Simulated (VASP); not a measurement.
# Ga (Pm-3m) in VASP: further runs

Ga is run at these levels: PBEsol; tasks: single point.

Program: VASP 6.6.1. These are calculated values, not measurements. Logs are shortened: lines on timing, memory, paths and dates and some standing lists are left out, and cuts for length are marked.

### 1 The cell of the first run

The structure is cubic, space group Pm-3m (No. 221). The conventional cell has a = 2.658 Å, b = 2.658 Å, c = 2.658 Å, α = 90.00°, β = 90.00°, γ = 90.00°. Within 3.5 Å of Ga (site symmetry m-3m) lie 6 Ga at 2.66 Å.

### 2 Single point, PBEsol

INCAR

```
SYSTEM = Ga
ALGO = Normal ; EDIFF = 1E-7
ENCUT = 520 ; GGA = PS
ISIF = 2 ; ISMEAR = -1
LASPH = .TRUE. ; LCHARG = .FALSE.
LREAL = .FALSE. ; LWAVE = .FALSE.
NBANDS = 12 ; NELM = 80
PREC = Accurate ; SIGMA = 0.1
```

KPOINTS

```
k-points
0
G
  13 13 13
  0 0 0
```

POSCAR

```
Ga
1.0
    2.6583048624      0.0000000000      0.0000000000
    0.0000000000      2.6583048624      0.0000000000
    0.0000000000      0.0000000000      2.6583048624
Ga
1
Direct
    0.0000000000      0.0000000000      0.0000000000
```

Potentials or basis: VASP PAW PBE potentials, release 64 (Ga_d).

Started as:

```sh
$ cat potpaw_PBE.64/Ga_d/POTCAR > POTCAR
$ mpirun -np 1 vasp_std > vasp.out
```

OUTCAR:

```text
SYSTEM = Ga
   EDIFF = 1E-7
   ENCUT = 520
   GGA = PS
   ISIF = 2
   ISMEAR = -1
   LASPH = .TRUE.
   LREAL = .FALSE.
   NELM = 80
   PREC = Accurate

 ion  position               nearest neighbor table
   1  0.000  0.000  0.000-

  LATTYP: Found a simple cubic cell.
 ALAT       =     2.6583048624

  Lattice vectors:

 A1 = (   2.6583048624,   0.0000000000,   0.0000000000)
 A2 = (   0.0000000000,   2.6583048624,   0.0000000000)
 A3 = (   0.0000000000,   0.0000000000,   2.6583048624)

Analysis of symmetry for initial positions (statically):
=====================================================================
 Subroutine PRICEL returns:
 Original cell was already a primitive cell.

 Routine SETGRP: Setting up the symmetry group for a
 simple cubic supercell.

 Subroutine GETGRP returns: Found 48 space group operations
 (whereof 48 operations were pure point group operations)
 out of a pool of 48 trial point group operations.

The static configuration has the point symmetry O_h .

Analysis of symmetry for dynamics (positions and initial velocities):
=====================================================================
 Subroutine PRICEL returns:
 Original cell was already a primitive cell.

 Routine SETGRP: Setting up the symmetry group for a
 simple cubic supercell.

 Subroutine GETGRP returns: Found 48 space group operations
 (whereof 48 operations were pure point group operations)
 out of a pool of 48 trial point group operations.

The dynamic configuration has the point symmetry O_h .

 Subroutine INISYM returns: Found 48 space group operations
 (whereof 48 operations are pure point group operations),
 and found     1 'primitive' translations

----------------------------------------------------------------------------------------

                                     Primitive cell

  volume of cell :      18.7851

  direct lattice vectors                    reciprocal lattice vectors
     2.658304862  0.000000000  0.000000000     0.376179577  0.000000000  0.000000000
     0.000000000  2.658304862  0.000000000     0.000000000  0.376179577  0.000000000
     0.000000000  0.000000000  2.658304862     0.000000000  0.000000000  0.376179577

  length of vectors
     2.658304862  2.658304862  2.658304862     0.376179577  0.376179577  0.376179577

  position of ions in fractional coordinates (direct lattice)
     0.000000000  0.000000000  0.000000000

  ion indices of the primitive-cell ions
   primitive index   ion index
                 1           1

----------------------------------------------------------------------------------------

 KPOINTS: k-points

Automatic generation of k-mesh.
 Grid dimensions read from file:
 generate k-points for:   13   13   13

 Generating k-lattice:

  Cartesian coordinates                     Fractional coordinates (reciprocal lattice)
     0.028936891  0.000000000  0.000000000     0.076923077  0.000000000  0.000000000
     0.000000000  0.028936891  0.000000000     0.000000000  0.076923077  0.000000000
     0.000000000  0.000000000  0.028936891     0.000000000  0.000000000  0.076923077

  Length of vectors
     0.028936891  0.028936891  0.028936891

  Shift w.r.t. Gamma in fractional coordinates (k-lattice)
     0.000000000  0.000000000  0.000000000

 Subroutine IBZKPT returns following result:
 ===========================================

 Found     84 irreducible k-points:

 Following reciprocal coordinates:
            Coordinates               Weight
  0.000000  0.000000  0.000000      1.000000
  0.076923  0.000000  0.000000      6.000000
  0.153846  0.000000  0.000000      6.000000
  0.230769  0.000000  0.000000      6.000000
  0.307692  0.000000  0.000000      6.000000
  0.384615  0.000000  0.000000      6.000000
[... 16 lines left out ...]
  0.307692  0.307692  0.000000     12.000000
  0.384615  0.307692  0.000000     24.000000
 [... further k-points ...]
   k-points           NKPTS =     84   k-points in BZ     NKDIM =     84   number of bands    NBANDS=     12
   number of dos      NEDOS =    301   number of ions     NIONS =      1
   total plane-waves  NPLWV =   8000
   dimension x,y,z NGX =    20 NGY =   20 NGZ =   20
   dimension x,y,z NGXF=    40 NGYF=   40 NGZF=   40
   ions per type =               1
   NGX,Y,Z   is equivalent  to a cutoff of  12.51, 12.51, 12.51 a.u.
   NGXF,Y,Z  is equivalent  to a cutoff of  25.02, 25.02, 25.02 a.u.
 SYSTEM =  Ga
   PREC   = accura    normal or accurate (medium, high low for compatibility)
   ISTART =      0    job   : 0-new  1-cont  2-samecut
   ICHARG =      2    charge: 1-file 2-atom 10-const
   ISPIN  =      1    spin polarized calculation?
   LNONCOLLINEAR =      F non collinear calculations
   LSORBIT =      F    spin-orbit coupling
   LASPH  =      T    aspherical Exc in radial PAW
   ENCUT  =  520.0 eV  38.22 Ry    6.18 a.u.   4.94  4.94  4.94*2*pi/ulx,y,z
   NELM   =     80;   NELMIN=  2; NELMDL= -5     # of ELM steps
   EDIFF  = 0.1E-06   stopping-criterion for ELM
   LREAL  =      F    real-space projection
   EDIFFG = 0.1E-05   stopping-criterion for IOM
   NSW    =      0    number of steps for IOM
   IBRION =     -1    ionic relax: 0-MD 1-quasi-New 2-CG
   NFREE  =      0    steps in history (QN), initial steepest desc. (CG)
   ISIF   =      2    stress and relaxation
   ISYM   =      2    0-nonsym 1-usesym 2-fastsym
   POTIM  = 0.5000    time-step for ionic-motion
   TEBEG  =    0.0;   TEEND  =   0.0 temperature during run
   PSTRESS=    0.0 pullay stress
   NELECT =      13.0000    total number of electrons
   NUPDOWN=      -1.0000    fix difference up-down
   EMIN   =  10.00;   EMAX   =-10.00  energy-range for DOS
   EFERMI =   0.00;   METHOD = LEGACY
   ISMEAR =    -1;   SIGMA  =   0.10  broadening in eV -4-tet -1-fermi 0-gaus
   EFERMI_NEDOS =   21; number of points for ismear=-14 and -15
   IALGO  =     38    algorithm
   IMIX   =      4    mixing-type and parameters
     AMIX     =   0.40;   BMIX     =  1.00
     AMIX_MAG =   1.60;   BMIX_MAG =  1.00
  volume/ion in A,a.u.               =      18.79       126.77
  Fermi-wavevector in a.u.,A,eV,Ry     =   1.448053  2.736424 28.529483  2.096858
  Thomas-Fermi vector in A             =   2.565938
   LORBIT       =      0    0 simple, 1 ext, 2 COOP (PROOUT), +10 PAW based schemes
   GGA     = PS    functional components
   LHFCALC =     F    Hartree Fock is set to
   AEXX    =    0.0000 exact exchange contribution
   IVDW    =     0    specifies the selected vdW correction
   LEPSILON=     F    determine dielectric tensor
   LRPA    =     F    only Hartree local field effects (RPA)
 non-spin polarized calculation
  energy-cutoff  :      520.00
  volume of cell :       18.79
 maximum number of plane-waves:       517
 NGX is ok and might be reduce to    20
   NGX =  9   NGY =  9   NGZ =  9

 number of electron      12.9999992 magnetization

 Free energy of the ion-electron system (eV)
  ---------------------------------------------------
  ext. energy  EPLUGINS =         0.00000000
  ---------------------------------------------------
  free energy    TOTEN  =        -3.26867328 eV

  energy without entropy =       -3.25111863  energy(sigma->0) =       -3.25989596

 E-fermi :   5.1531     XC(G=0): -11.1013

 val. band max:        5.1194109119   @ k =   0.3077   0.0769   0.0000
 cond. band min:       5.1694368763   @ k =   0.4615   0.4615   0.0000
 fundamental gap:      0.0500259643
 Fermi energy:         5.1530611764

 k-point     1 :       0.0000    0.0000    0.0000
  band No.  band energies     occupation
      1      -9.9815      2.00000
      2      -9.9815      2.00000
      3      -9.3773      2.00000
      4      -9.3773      2.00000
      5      -9.3773      2.00000
      6      -5.8570      2.00000
      7      14.5556      0.00000
      8      14.5556      0.00000
      9      14.5556      0.00000
     10      17.4855      0.00000
     11      17.4855      0.00000
     12      20.2449      0.00000

 k-point     2 :       0.0769    0.0000    0.0000
  band No.  band energies     occupation
      1      -9.9788      2.00000
      2      -9.9586      2.00000
      3      -9.3869      2.00000
      4      -9.3869      2.00000
      5      -9.3764      2.00000
      6      -5.7309      2.00000
      7      12.7165      0.00000
      8      14.6889      0.00000
      9      14.6889      0.00000
     10      17.5910      0.00000
     11      18.7626      0.00000
     12      21.1075      0.00000

 k-point     3 :       0.1538    0.0000    0.0000
  band No.  band energies     occupation
      1      -9.9712      2.00000
      2      -9.8966      2.00000
      3      -9.4136      2.00000
      4      -9.4136      2.00000
      5      -9.3742      2.00000
      6      -5.3496      2.00000
      7      10.0177      0.00000
      8      15.0824      0.00000
      9      15.0824      0.00000
     10      17.9082      0.00000
     11      19.5524      0.00000
     12      23.8969      0.00000
[... 286 lines left out ...]
 k-point    23 :       0.3077    0.3077    0.0000
  band No.  band energies     occupation
      1      -9.8258      2.00000
      2      -9.6698      2.00000
      3      -9.5004      2.00000
      4      -9.4789      2.00000
      5      -9.4729      2.00000
      6      -1.8073      2.00000
      7       6.2672      0.00003
      8       7.7012      0.00000
      9      15.9639      0.00000
     10      18.5516      0.00000
     11      21.9340      0.00000
     12      28.0029      0.00000

 k-point    24 :       0.3846    0.3077    0.0000
  band No.  band energies     occupation
      1      -9.8080      2.00000
      2      -9.7190      2.00000
      3      -9.5071      2.00000
      4      -9.4716      2.00000
      5      -9.4201      2.00000
      6      -0.7028      2.00000
      7       4.6740      1.98352
      8       8.1382      0.00000
      9      14.0617      0.00000
     10      19.4835      0.00000
     11      22.8707      0.00000
     12      26.7690      0.00000

 [... further k-points ...]

------------------------ aborting loop because EDIFF is reached ----------------------------------------

  FORCE on cell =-STRESS in cart. coord.  units (eV):
  Direction    XX          YY          ZZ          XY          YZ          ZX
  --------------------------------------------------------------------------------------
  -------------------------------------------------------------------------------------
  Total        0.0214097      0.0214097      0.0214097      0.0000000     -0.0000000      0.0000000
  in kB        1.8260279      1.8260279      1.8260279      0.0000000     -0.0000000      0.0000000
  external PRESSURE =       1.8260279 kB  Pullay stress =       0.0000000 kB

 VOLUME and BASIS-vectors are now :
 -----------------------------------------------------------------------------
  energy-cutoff  :      520.00
  volume of cell :       18.79
      direct lattice vectors                 reciprocal lattice vectors
     2.658304862  0.000000000  0.000000000     0.376179577  0.000000000  0.000000000
     0.000000000  2.658304862  0.000000000     0.000000000  0.376179577  0.000000000
     0.000000000  0.000000000  2.658304862     0.000000000  0.000000000  0.376179577

 POSITION                                       TOTAL-FORCE (eV/Angst)
 -----------------------------------------------------------------------------------
      0.00000      0.00000      0.00000         0.000000      0.000000      0.000000
 -----------------------------------------------------------------------------------
    total drift:                               -0.000000      0.000000      0.000000

  FREE ENERGIE OF THE ION-ELECTRON SYSTEM (eV)
  ---------------------------------------------------
  free  energy   TOTEN  =        -3.2686732838 eV

  energy  without entropy=       -3.2511186301  energy(sigma->0) =       -3.25989596
```

Run time: 6 s. Hardware: 1 thread of Intel Xeon 6975P-C (Granite Rapids), shared host; peak memory 0.13 GiB.

Results:

```
Free energy : -3.2687 eV
Pressure    : 0.2 GPa
```

Levels at points of the mesh, in eV from the Fermi level:
```csv
k point,band 4,band 5,band 6,band 7,band 8,band 9
"(0.00, 0.00, 0.00)",-14.53,-14.53,-11.01,9.40,9.40,9.40
```

Caveat: the PAW data sets were made with another functional, which shifts forces and pressure a little.

### 3 Single point, PBEsol (volume scaled by 1.04)

INCAR

```
SYSTEM = Ga
ALGO = Normal ; EDIFF = 1E-6
ENCUT = 520 ; GGA = PS
ISIF = 2 ; ISMEAR = -1
LASPH = .True. ; LCHARG = .False.
LREAL = .False. ; LWAVE = .False.
NBANDS = 12 ; NELM = 100
PREC = Accurate ; SIGMA = 0.1
```

KPOINTS

```
k-points
0
Gamma
  13 13 13
  0 0 0
```

POSCAR

```
Ga
1.0
    2.6932865696      0.0000000000      0.0000000000
    0.0000000000      2.6932865696      0.0000000000
    0.0000000000      0.0000000000      2.6932865696
Ga
1
Direct
    0.0000000000      0.0000000000      0.0000000000
```

Potentials or basis: VASP PAW PBE potentials, release 64 (Ga_d).

Started as:

```sh
$ cat potpaw_PBE.64/Ga_d/POTCAR > POTCAR
$ mpirun -np 1 vasp_std > vasp.out
```

Run time: 6.5 s. Hardware: 1 thread of Intel Xeon 6975P-C (Granite Rapids), shared host; peak memory 0.13 GiB.

Results (log left out):

```
Free energy : -3.2647 eV
Pressure    : -1.9 GPa
```

Levels at points of the mesh, in eV from the Fermi level:
| k point | band 2 | band 3 | band 4 | band 5 | band 6 | band 7 | band 8 | band 9 | band 10 | band 11 |
| --- | --- | --- | --- | --- | --- | --- | --- | --- | --- | --- |
| (0.00, 0.00, 0.00) | -15.08 | -14.53 | -14.53 | -14.53 | -10.74 | 9.12 | 9.12 | 9.12 | 12.06 | 12.06 |

Caveat: the PAW data sets were made with another functional, which shifts forces and pressure a little.

### 4 Single point, PBEsol (volume scaled by 1.08)

INCAR

```
SYSTEM = Ga
PREC = Accurate
ENCUT = 520
EDIFF = 1E-6
ISMEAR = -1
SIGMA = 0.1
LREAL = .FALSE.
LASPH = .TRUE.
NELM = 100
ALGO = Normal
ISIF = 2
LWAVE = .FALSE.
LCHARG = .TRUE.
GGA = PS
LELF = .TRUE.
LVHAR = .TRUE.
NBANDS = 12
```

KPOINTS

```
regular mesh
0
G
  13 13 13
  0 0 0
```

POSCAR

```
Ga
1.0
    2.7273824242      0.0000000000      0.0000000000
    0.0000000000      2.7273824242      0.0000000000
    0.0000000000      0.0000000000      2.7273824242
Ga
1
Direct
    0.0000000000      0.0000000000      0.0000000000
```

Started as:

```sh
$ cat potpaw_PBE.64/Ga_d/POTCAR > POTCAR
$ mpirun -np 1 vasp_std > vasp.out
```

It took 6.1 s on 1 thread of Intel Xeon 6975P-C (Granite Rapids), shared host; peak memory 0.13 GiB.

The run converged. Its results:

```
Free energy : -3.2521 eV
Pressure    : -3.5 GPa
```

Levels at points of the mesh, in eV from the Fermi level:
```tsv
k point	band 3	band 4	band 5	band 6	band 7	band 8	band 9	band 10
(0.00, 0.00, 0.00)	-14.53	-14.53	-14.53	-10.49	8.86	8.86	8.86	11.81
```

Caveat: the PAW data sets were made with another functional, which shifts forces and pressure a little.

### 5 Summary

```csv
cell,gap on the mesh (eV),pressure (GPa)
"a = 2.658 Å, 1 atom",none,0.2
"a = 2.693 Å, 1 atom",none,-1.9
"a = 2.727 Å, 1 atom",none,-3.5
```

Alike in all rows: task single point; level PBEsol; potentials or basis VASP PAW PBE potentials, release 64 (Ga_d); no spin polarisation; k mesh 13 × 13 × 13; cutoff (eV) 520; smearing fermi-dirac 0.1 eV.

Caveats: the PAW data sets were made with another functional, which shifts forces and pressure a little.

Total energies depend on the potentials used, so only differences within one code and one set of settings carry meaning.
